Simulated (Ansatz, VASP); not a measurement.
**Be3Pd2S: VASP beside Ansatz**

```
Be Pd S
1.0
     2.55886    1.47736    3.66377
    -2.55886    1.47736    3.66377
     0.00000   -2.95472    3.66377
Be Pd S
3 2 1
Direct
  0.50000 0.50000 0.00000
  0.00000 0.50000 0.50000
  0.50000 0.00000 0.50000
  0.20355 0.20355 0.20355
  0.79645 0.79645 0.79645
  0.00000 0.00000 0.00000
```

Alike in both runs: task relaxation of cell and atoms; functional PBE; k mesh 6 × 6 × 6; occupations gaussian, width 0.1 eV; no spin polarisation.

|  | VASP | Ansatz |
| --- | --- | --- |
| version | VASP 6.6.1 | Ansatz 0.2.0 |
| potentials or method | VASP PAW PBE potentials, release 64 (Be, Pd, S), cutoff 600 eV | scalar-relativistic, plane waves, PAW |
| valence electrons in the cell | 32 | 48 |

```csv
,VASP,Ansatz,Ansatz less VASP
"gap on the k mesh at the Fermi level, each at its own relaxed structure (eV)",none,none,-
relaxed volume (Å³/atom),13.86,13.88,+0.020
relaxed length of the cell vector where the two differ most in proportion (Å),5.070,5.063,-0.0068
```

A gap of «none» marks a metal or a gap that the smearing closes. VASP's potentials hold 32 valence electrons a cell and Ansatz's 48, so a difference there can come from the potentials and not from the codes.
